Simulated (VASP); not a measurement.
# CdSe (Fm-3m) in VASP: further runs

Aim: see how the results for CdSe move with the level of theory and the settings. Levels: LDA, PBEsol. Tasks: single point.

All numbers are computed with VASP 6.6.1; they aren't measurements. Logs are shortened: lines on timing, memory, paths and dates and some standing lists are left out, and cuts for length are marked.

## (1) The cell of the first run

It takes space group Fm-3m (No. 225, cubic). Conventional cell: a = 5.786 Å, b = 5.786 Å, c = 5.786 Å, α = 90.00°, β = 90.00°, γ = 90.00°. Cd (site symmetry m-3m) has 6 Se at 2.89 Å within 3.8 Å. Se (site symmetry m-3m) has 6 Cd at 2.89 Å within 3.8 Å.

## (2) Single point, LDA

The input, INCAR:

```
ALGO = Normal
EDIFF = 1E-7
ENCUT = 520
GGA = CA
ISIF = 2
ISMEAR = -1
LASPH = True
LCHARG = False
LREAL = False
LWAVE = False
NBANDS = 16
NELM = 100
PREC = Accurate
SIGMA = 0.05
```

The input, KPOINTS:

```
k-points
0
Gamma
  8 8 8
```

The input, POSCAR:

```
CdSe
1.0
    0.0000000000      2.8929913891      2.8929913891
    2.8929913891      0.0000000000      2.8929913891
    2.8929913891      2.8929913891      0.0000000000
Cd Se
1 1
Direct
    0.0000000000      0.0000000000      0.0000000000
    0.5000000000      0.5000000000      0.5000000000
```

Potentials or basis: VASP PAW LDA potentials, release 64 (Cd, Se).

Run with:

```
$ cat potpaw_LDA.64/Cd/POTCAR potpaw_LDA.64/Se/POTCAR > POTCAR
$ mpirun -np 1 vasp_std > vasp.out
```

OUTCAR:

```text
EDIFF = 1E-7
   ENCUT = 520
   GGA = CA
   ISIF = 2
   ISMEAR = -1
   LASPH = True
   LREAL = False
   NELM = 100
   PREC = Accurate

 ion  position               nearest neighbor table
   1  0.000  0.000  0.000-   2 2.89   2 2.89   2 2.89   2 2.89   2 2.89   2 2.89
   2  0.500  0.500  0.500-   1 2.89   1 2.89   1 2.89   1 2.89   1 2.89   1 2.89

  LATTYP: Found a face centered cubic cell.
 ALAT       =     5.7859827782

  Lattice vectors:

 A1 = (   0.0000000000,   2.8929913891,   2.8929913891)
 A2 = (   2.8929913891,   0.0000000000,   2.8929913891)
 A3 = (   2.8929913891,   2.8929913891,   0.0000000000)

Analysis of symmetry for initial positions (statically):
=====================================================================
 Subroutine PRICEL returns:
 Original cell was already a primitive cell.

 Routine SETGRP: Setting up the symmetry group for a
 face centered cubic supercell.

 Subroutine GETGRP returns: Found 48 space group operations
 (whereof 48 operations were pure point group operations)
 out of a pool of 48 trial point group operations.

The static configuration has the point symmetry O_h .

Analysis of symmetry for dynamics (positions and initial velocities):
=====================================================================
 Subroutine PRICEL returns:
 Original cell was already a primitive cell.

 Routine SETGRP: Setting up the symmetry group for a
 face centered cubic supercell.

 Subroutine GETGRP returns: Found 48 space group operations
 (whereof 48 operations were pure point group operations)
 out of a pool of 48 trial point group operations.

The dynamic configuration has the point symmetry O_h .

 Subroutine INISYM returns: Found 48 space group operations
 (whereof 48 operations are pure point group operations),
 and found     1 'primitive' translations

----------------------------------------------------------------------------------------

                                     Primitive cell

  volume of cell :      48.4252

  direct lattice vectors                    reciprocal lattice vectors
     0.000000000  2.892991389  2.892991389    -0.172831486  0.172831486  0.172831486
     2.892991389  0.000000000  2.892991389     0.172831486 -0.172831486  0.172831486
     2.892991389  2.892991389  0.000000000     0.172831486  0.172831486 -0.172831486

  length of vectors
     4.091307658  4.091307658  4.091307658     0.299352914  0.299352914  0.299352914

  position of ions in fractional coordinates (direct lattice)
     0.000000000  0.000000000  0.000000000
     0.500000000  0.500000000  0.500000000

  ion indices of the primitive-cell ions
   primitive index   ion index
                 1           1
                 2           2

----------------------------------------------------------------------------------------

 KPOINTS: k-points

Automatic generation of k-mesh.
 Grid dimensions read from file:
 generate k-points for:    8    8    8

 Generating k-lattice:

  Cartesian coordinates                     Fractional coordinates (reciprocal lattice)
    -0.021603936  0.021603936  0.021603936     0.125000000  0.000000000  0.000000000
     0.021603936 -0.021603936  0.021603936     0.000000000  0.125000000  0.000000000
     0.021603936  0.021603936 -0.021603936     0.000000000  0.000000000  0.125000000

  Length of vectors
     0.037419114  0.037419114  0.037419114

  Shift w.r.t. Gamma in fractional coordinates (k-lattice)
     0.000000000  0.000000000  0.000000000

 Subroutine IBZKPT returns following result:
 ===========================================

 Found     29 irreducible k-points:

 Following reciprocal coordinates:
            Coordinates               Weight
  0.000000  0.000000  0.000000      1.000000
  0.125000  0.000000  0.000000      8.000000
  0.250000  0.000000  0.000000      8.000000
  0.375000  0.000000  0.000000      8.000000
  0.500000  0.000000  0.000000      4.000000
  0.125000  0.125000  0.000000      6.000000
[... 16 lines left out ...]
  0.500000  0.250000  0.125000     48.000000
 -0.375000  0.250000  0.125000     24.000000
 [... further k-points ...]
   k-points           NKPTS =     29   k-points in BZ     NKDIM =     29   number of bands    NBANDS=     16
   number of dos      NEDOS =    301   number of ions     NIONS =      2
   total plane-waves  NPLWV =  27000
   dimension x,y,z NGX =    30 NGY =   30 NGZ =   30
   dimension x,y,z NGXF=    60 NGYF=   60 NGZF=   60
   ions per type =               1   1
   NGX,Y,Z   is equivalent  to a cutoff of  12.19, 12.19, 12.19 a.u.
   NGXF,Y,Z  is equivalent  to a cutoff of  24.38, 24.38, 24.38 a.u.
 SYSTEM =  unknown system
   PREC   = accura    normal or accurate (medium, high low for compatibility)
   ISTART =      0    job   : 0-new  1-cont  2-samecut
   ICHARG =      2    charge: 1-file 2-atom 10-const
   ISPIN  =      1    spin polarized calculation?
   LNONCOLLINEAR =      F non collinear calculations
   LSORBIT =      F    spin-orbit coupling
   LASPH  =      T    aspherical Exc in radial PAW
   ENCUT  =  520.0 eV  38.22 Ry    6.18 a.u.   7.61  7.61  7.61*2*pi/ulx,y,z
   NELM   =    100;   NELMIN=  2; NELMDL= -5     # of ELM steps
   EDIFF  = 0.1E-06   stopping-criterion for ELM
   LREAL  =      F    real-space projection
   EDIFFG = 0.1E-05   stopping-criterion for IOM
   NSW    =      0    number of steps for IOM
   IBRION =     -1    ionic relax: 0-MD 1-quasi-New 2-CG
   NFREE  =      0    steps in history (QN), initial steepest desc. (CG)
   ISIF   =      2    stress and relaxation
   ISYM   =      2    0-nonsym 1-usesym 2-fastsym
   POTIM  = 0.5000    time-step for ionic-motion
   TEBEG  =    0.0;   TEEND  =   0.0 temperature during run
   PSTRESS=    0.0 pullay stress
   NELECT =      18.0000    total number of electrons
   NUPDOWN=      -1.0000    fix difference up-down
   EMIN   =  10.00;   EMAX   =-10.00  energy-range for DOS
   EFERMI =   0.00;   METHOD = LEGACY
   ISMEAR =    -1;   SIGMA  =   0.05  broadening in eV -4-tet -1-fermi 0-gaus
   EFERMI_NEDOS =   21; number of points for ismear=-14 and -15
   IALGO  =     38    algorithm
   IMIX   =      4    mixing-type and parameters
     AMIX     =   0.40;   BMIX     =  1.00
     AMIX_MAG =   1.60;   BMIX_MAG =  1.00
  volume/ion in A,a.u.               =      24.21       163.39
  Fermi-wavevector in a.u.,A,eV,Ry     =   1.177087  2.224372 18.851329  1.385534
  Thomas-Fermi vector in A             =   2.313440
   LORBIT       =      0    0 simple, 1 ext, 2 COOP (PROOUT), +10 PAW based schemes
   GGA     = CA    functional components
   LHFCALC =     F    Hartree Fock is set to
   AEXX    =    0.0000 exact exchange contribution
   IVDW    =     0    specifies the selected vdW correction
   LEPSILON=     F    determine dielectric tensor
   LRPA    =     F    only Hartree local field effects (RPA)
 non-spin polarized calculation
  energy-cutoff  :      520.00
  volume of cell :       48.43
 maximum number of plane-waves:      1323
   NGX = 15   NGY = 15   NGZ = 15

 number of electron      18.0000008 magnetization

 Free energy of the ion-electron system (eV)
  ---------------------------------------------------
  ext. energy  EPLUGINS =         0.00000000
  ---------------------------------------------------
  free energy    TOTEN  =        -6.48827547 eV

  energy without entropy =       -6.48444853  energy(sigma->0) =       -6.48636200

 E-fermi :   2.0737     XC(G=0): -10.2337

 val. band max:        1.9835659219   @ k =  -0.2500   0.1250   0.0000
 cond. band min:       2.1836101882   @ k =   0.3750   0.3750   0.0000
 fundamental gap:      0.2000442663
 Fermi energy:         2.0736696922

 k-point     1 :       0.0000    0.0000    0.0000
  band No.  band energies     occupation
      1     -10.8175      2.00000
      2      -5.8878      2.00000
      3      -5.8878      2.00000
      4      -5.8688      2.00000
      5      -5.8688      2.00000
      6      -5.8688      2.00000
[... 8 lines left out ...]
     15      11.4267      0.00000
     16      11.4267      0.00000

 k-point     2 :       0.1250    0.0000    0.0000
  band No.  band energies     occupation
      1     -10.7109      2.00000
      2      -5.9172      2.00000
      3      -5.9172      2.00000
      4      -5.8772      2.00000
      5      -5.8515      2.00000
      6      -5.8515      2.00000
[... 8 lines left out ...]
     15      11.2673      0.00000
     16      11.3403      0.00000

 k-point     3 :       0.2500    0.0000    0.0000
  band No.  band energies     occupation
      1     -10.4295      2.00000
      2      -5.9909      2.00000
      3      -5.9909      2.00000
      4      -5.9080      2.00000
      5      -5.8049      2.00000
      6      -5.8049      2.00000
[... 8 lines left out ...]
     15      12.1197      0.00000
     16      12.1197      0.00000

 k-point     4 :       0.3750    0.0000    0.0000
  band No.  band energies     occupation
      1     -10.1029      2.00000
      2      -6.0628      2.00000
      3      -6.0628      2.00000
      4      -5.9657      2.00000
      5      -5.7573      2.00000
      6      -5.7573      2.00000
[... 8 lines left out ...]
     15      13.5392      0.00000
     16      13.5392      0.00000
[... 324 lines left out ...]
 k-point    22 :       0.3750    0.2500    0.1250
  band No.  band energies     occupation
      1     -10.2703      2.00000
      2      -5.9976      2.00000
      3      -5.9394      2.00000
      4      -5.9060      2.00000
      5      -5.7903      2.00000
      6      -5.7500      2.00000
[... 8 lines left out ...]
     15      14.1923      0.00000
     16      14.5330      0.00000

 k-point    23 :       0.5000    0.2500    0.1250
  band No.  band energies     occupation
      1     -10.0531      2.00000
      2      -6.0105      2.00000
      3      -5.9394      2.00000
      4      -5.9021      2.00000
      5      -5.7506      2.00000
      6      -5.6976      2.00000
[... 8 lines left out ...]
     15      14.4399      0.00000
     16      15.0394      0.00000

 k-point    24 :      -0.3750    0.2500    0.1250
  band No.  band energies     occupation
      1      -9.9579      2.00000
      2      -6.0348      2.00000
      3      -5.9148      2.00000
      4      -5.8979      2.00000
      5      -5.7272      2.00000
      6      -5.6750      2.00000
[... 8 lines left out ...]
     15      12.9634      0.00000
     16      15.7544      0.00000

 [... further k-points ...]

------------------------ aborting loop because EDIFF is reached ----------------------------------------

  FORCE on cell =-STRESS in cart. coord.  units (eV):
  Direction    XX          YY          ZZ          XY          YZ          ZX
  --------------------------------------------------------------------------------------
  -------------------------------------------------------------------------------------
  Total       -1.9730981     -1.9730981     -1.9730981      0.0000000     -0.0000000      0.0000000
  in kB      -65.2811581    -65.2811581    -65.2811581      0.0000000     -0.0000000      0.0000000
  external PRESSURE =     -65.2811581 kB  Pullay stress =       0.0000000 kB

 VOLUME and BASIS-vectors are now :
 -----------------------------------------------------------------------------
  energy-cutoff  :      520.00
  volume of cell :       48.43
      direct lattice vectors                 reciprocal lattice vectors
     0.000000000  2.892991389  2.892991389    -0.172831486  0.172831486  0.172831486
     2.892991389  0.000000000  2.892991389     0.172831486 -0.172831486  0.172831486
     2.892991389  2.892991389  0.000000000     0.172831486  0.172831486 -0.172831486

 POSITION                                       TOTAL-FORCE (eV/Angst)
 -----------------------------------------------------------------------------------
      0.00000      0.00000      0.00000         0.000000     -0.000000      0.000000
      2.89299      2.89299      2.89299        -0.000000      0.000000      0.000000
 -----------------------------------------------------------------------------------
    total drift:                               -0.000000      0.000000      0.000000

  FREE ENERGIE OF THE ION-ELECTRON SYSTEM (eV)
  ---------------------------------------------------
  free  energy   TOTEN  =        -6.4882754668 eV

  energy  without entropy=       -6.4844485343  energy(sigma->0) =       -6.48636200
```

Wall time 17 s (1 thread of Intel Xeon Platinum 8259CL at 2.50GHz (Skylake/Cascade Lake), shared host); peak memory 0.15 GiB.

What came out:

```
Free energy            : -6.4883 eV
Pressure               : -6.5 GPa
Band gap on the k mesh : zero (band 9 reaches 1.98 eV, above the bottom of band 10 at 1.35 eV)
```

Levels at points of the mesh, in eV from the Fermi level:
```
           k point  band 6  band 7  band 8  band 9  band 10  band 11  band 12  band 13
(0.00, 0.00, 0.00)   -7.94   -0.67   -0.67   -0.67    -0.29     8.52     8.52     8.52
(0.50, 0.00, 0.00)   -7.81   -4.98   -0.12   -0.12     2.80     5.05     5.05     5.51
(0.50, 0.50, 0.00)   -7.32   -4.08   -2.08   -2.08    -0.73     5.36     9.31     9.87
```

## (3) Single point, LDA

This run uses another cell than the first one, of 24.69 Å³/atom, 1.020 times its volume.

The input, INCAR:

```
  PREC = Accurate
  ENCUT = 520
  EDIFF = 1E-6
  ISMEAR = -1
  SIGMA = 0.05
  LREAL = False
  LASPH = True
  NELM = 80
  ALGO = Normal
  ISIF = 2
  LWAVE = False
  LCHARG = False
  GGA = CA
  NBANDS = 16
```

The input, KPOINTS:

```
regular mesh
0
Gamma
  8 8 8
```

The input, POSCAR:

```
CdSe
1.0
    0.0000000000      2.9117775739      2.9117775739
    2.9117775739      0.0000000000      2.9117775739
    2.9117775739      2.9117775739      0.0000000000
Cd Se
1 1
Direct
    0.0000000000      0.0000000000      0.0000000000
    0.5000000000      0.5000000000      0.5000000000
```

Potentials or basis: VASP PAW LDA potentials, release 64 (Cd, Se).

Run with:

```
$ cat potpaw_LDA.64/Cd/POTCAR potpaw_LDA.64/Se/POTCAR > POTCAR
$ mpirun -np 1 vasp_std > vasp.out
```

Run time: 14 s. Hardware: 1 thread of Intel Xeon Platinum 8259CL at 2.50GHz (Skylake/Cascade Lake), shared host; peak memory 0.16 GiB.

Results (log left out):

```yaml
Free_energy: -6.4472 eV
Pressure: -7.3 GPa
Band_gap_on_the_k_mesh: zero (band 9 reaches 1.81 eV, above the bottom of band 10 at 1.18 eV)
```

Levels at points of the mesh, in eV from the Fermi level:
```csv
k point,band 6,band 7,band 8,band 9,band 10,band 11,band 12,band 13
"(0.00, 0.00, 0.00)",-7.91,-0.64,-0.64,-0.64,-0.36,8.51,8.51,8.51
"(0.50, 0.00, 0.00)",-7.78,-4.89,-0.13,-0.13,2.80,5.05,5.05,5.37
"(0.50, 0.50, 0.00)",-7.33,-3.96,-2.01,-2.01,-0.72,5.38,9.17,9.73
```

## (4) Single point, PBEsol

The input, INCAR:

```
SYSTEM = CdSe
  PREC = Accurate
  ENCUT = 520
  EDIFF = 1E-6
  ISMEAR = -1
  SIGMA = 0.05
  LREAL = .FALSE.
  LASPH = .TRUE.
  NELM = 100
  ALGO = Normal
  ISIF = 2
  LWAVE = .FALSE.
  LCHARG = .FALSE.
  GGA = PS
  NBANDS = 16
```

The input, KPOINTS:

```
Automatic mesh
0
G
  8 8 8
  0 0 0
```

The input, POSCAR:

```
CdSe
1.0
    0.0000000000      2.8929913891      2.8929913891
    2.8929913891      0.0000000000      2.8929913891
    2.8929913891      2.8929913891      0.0000000000
Cd Se
1 1
Direct
    0.0000000000      0.0000000000      0.0000000000
    0.5000000000      0.5000000000      0.5000000000
```

Potentials or basis: VASP PAW PBE potentials, release 64 (Cd, Se).

Run with:

```
$ cat potpaw_PBE.64/Cd/POTCAR potpaw_PBE.64/Se/POTCAR > POTCAR
$ mpirun -np 1 vasp_std > vasp.out
```

OUTCAR:

```text
SYSTEM = CdSe
   PREC = Accurate
   ENCUT = 520
   EDIFF = 1E-6
   ISMEAR = -1
   LREAL = .FALSE.
   LASPH = .TRUE.
   NELM = 100
   ISIF = 2
   GGA = PS

 ion  position               nearest neighbor table
   1  0.000  0.000  0.000-   2 2.89   2 2.89   2 2.89   2 2.89   2 2.89   2 2.89
   2  0.500  0.500  0.500-   1 2.89   1 2.89   1 2.89   1 2.89   1 2.89   1 2.89

  LATTYP: Found a face centered cubic cell.
 ALAT       =     5.7859827782

  Lattice vectors:

[... 640 lines left out ...]
 [... further k-points ...]

------------------------ aborting loop because EDIFF is reached ----------------------------------------

  FORCE on cell =-STRESS in cart. coord.  units (eV):
  Direction    XX          YY          ZZ          XY          YZ          ZX
  --------------------------------------------------------------------------------------
  -------------------------------------------------------------------------------------
  Total       -1.3589428     -1.3589428     -1.3589428      0.0000000      0.0000000     -0.0000000
  in kB      -44.9614520    -44.9614520    -44.9614520      0.0000000      0.0000000     -0.0000000
  external PRESSURE =     -44.9614520 kB  Pullay stress =       0.0000000 kB

 VOLUME and BASIS-vectors are now :
 -----------------------------------------------------------------------------
  energy-cutoff  :      520.00
  volume of cell :       48.43
      direct lattice vectors                 reciprocal lattice vectors
     0.000000000  2.892991389  2.892991389    -0.172831486  0.172831486  0.172831486
     2.892991389  0.000000000  2.892991389     0.172831486 -0.172831486  0.172831486
     2.892991389  2.892991389  0.000000000     0.172831486  0.172831486 -0.172831486

 POSITION                                       TOTAL-FORCE (eV/Angst)
 -----------------------------------------------------------------------------------
      0.00000      0.00000      0.00000         0.000000      0.000000     -0.000000
      2.89299      2.89299      2.89299         0.000000      0.000000      0.000000
 -----------------------------------------------------------------------------------
    total drift:                               -0.000000      0.000000      0.000000

  FREE ENERGIE OF THE ION-ELECTRON SYSTEM (eV)
  ---------------------------------------------------
  free  energy   TOTEN  =        -5.9378627138 eV

  energy  without entropy=       -5.9348197248  energy(sigma->0) =       -5.93634122
```

stdout:

```text
POSCAR found type information on POSCAR CdSe
 POSCAR found :  2 types and       2 ions
 scaLAPACK will be used
 -----------------------------------------------------------------------------
|                                                                             |
|                                                                             |
|     You enforced a specific xc type in the INCAR file but a different       |
|     I HOPE YOU KNOW WHAT YOU ARE DOING!                                     |
|                                                                             |
 -----------------------------------------------------------------------------

 LDA part: xc-table for (Slater+PW92), standard interpolation
 POSCAR, INCAR and KPOINTS ok, starting setup
 FFT: planning ... GRIDC
 FFT: planning ... GRID_SOFT
 FFT: planning ... GRID
 WAVECAR not read
 entering main loop
```

Run time: 19 s. Hardware: 1 thread of Intel Xeon Platinum 8259CL at 2.50GHz (Skylake/Cascade Lake), shared host; peak memory 0.18 GiB.

What came out:

```yaml
Free_energy: -5.9379 eV
Pressure: -4.5 GPa
Band_gap_on_the_k_mesh: zero (band 9 reaches 1.95 eV, above the bottom of band 10 at 1.42 eV)
```

Levels at points of the mesh, in eV from the Fermi level:
```
           k point  band 5  band 6  band 7  band 8  band 9  band 10  band 11  band 12  band 13  band 14
(0.00, 0.00, 0.00)   -7.91   -7.91   -0.67   -0.67   -0.67    -0.19     8.47     8.47     8.47     9.47
(0.50, 0.00, 0.00)   -7.78   -7.78   -4.96   -0.13   -0.13     2.81     5.10     5.10     5.62    10.90
(0.50, 0.50, 0.00)   -7.73   -7.29   -4.09   -2.08   -2.08    -0.62     5.29     9.37     9.98     9.98
```

Caveat: the PAW data sets were made with another functional, which shifts forces and pressure a little.

## (5) Summary

```tsv
level	potentials or basis	cell	gap on the mesh (eV)	pressure (GPa)
LDA	VASP PAW LDA potentials, release 64 (Cd, Se)	a = 4.091 Å, angles 60.0°, 2 atoms	none	-6.5
LDA	VASP PAW LDA potentials, release 64 (Cd, Se)	a = 4.118 Å, angles 60.0°, 2 atoms	none	-7.3
PBEsol	VASP PAW PBE potentials, release 64 (Cd, Se)	a = 4.091 Å, angles 60.0°, 2 atoms	none	-4.5
```

Alike in all rows: task single point; no spin polarisation; k mesh 8 × 8 × 8; cutoff (eV) 520; smearing fermi-dirac 0.05 eV.

Caveats: the PAW data sets were made with another functional, which shifts forces and pressure a little (some runs).

Absolute energies hang on the potentials; compare differences alone.
